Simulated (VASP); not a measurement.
Input of a VASP 6.6.1 run:

INCAR

```
PREC     = Accurate       # precision mode
ENCUT    = 600            # plane-wave cutoff, eV
EDIFF    = 1E-7           # SCF threshold, eV
ISMEAR   = -1             # smearing method
SIGMA    = 0.03           # smearing width, eV
LREAL    = False          # projectors in reciprocal space
LASPH    = True           # aspherical terms in the spheres
NELM     = 100            # most SCF steps
ALGO     = Normal         # electronic algorithm
ISIF     = 3              # what is computed and relaxed
LWAVE    = False          # write WAVECAR
LCHARG   = False          # write CHGCAR
GGA      = PS             # functional
IBRION   = 2              # ionic algorithm
NSW      = 100            # ionic steps
EDIFFG   = -0.01          # ionic threshold
```

File KPOINTS:

```
Automatic mesh
0
Gamma
  6 6 6
```

File POSCAR:

```
MgTl2Se2
1.0
   -2.4366899900      2.4366899900      5.9282019800
    2.4366899900     -2.4366899900      5.9282019800
    2.4366899900      2.4366899900     -5.9282019800
Mg Tl Se
1 2 2
Direct
    0.0000000000      0.0000000000      0.0000000000
    0.6306787600      0.6306787600      0.0000000000
    0.3693212400      0.3693212400      0.0000000000
    0.7500000000      0.2500000000      0.5000000000
    0.2500000000      0.7500000000      0.5000000000
```

Potentials or basis: VASP PAW PBE potentials, release 64 (Mg, Tl_d, Se).

Launch:

```bash
$ cat potpaw_PBE.64/Mg/POTCAR potpaw_PBE.64/Tl_d/POTCAR potpaw_PBE.64/Se/POTCAR > POTCAR
$ mpirun -np 1 vasp_std > vasp.out
```

Task: What does it give for the band gap on the k mesh?

Result: Zero (bands 20 and 21 overlap by 1.78 eV).

Task: Estimate the space group after relaxing (to 0.1 Å).

Result: I4/mmm (No. 139).

Stress tensor (GPa, compression positive):
```
 0.04  0.00  0.00
 0.00  0.04  0.00
 0.00  0.00 -0.05
```

Caveat: the PAW data sets were made with another functional, which shifts forces and pressure a little; spin-orbit coupling is left out, which moves the levels of the heavy elements.
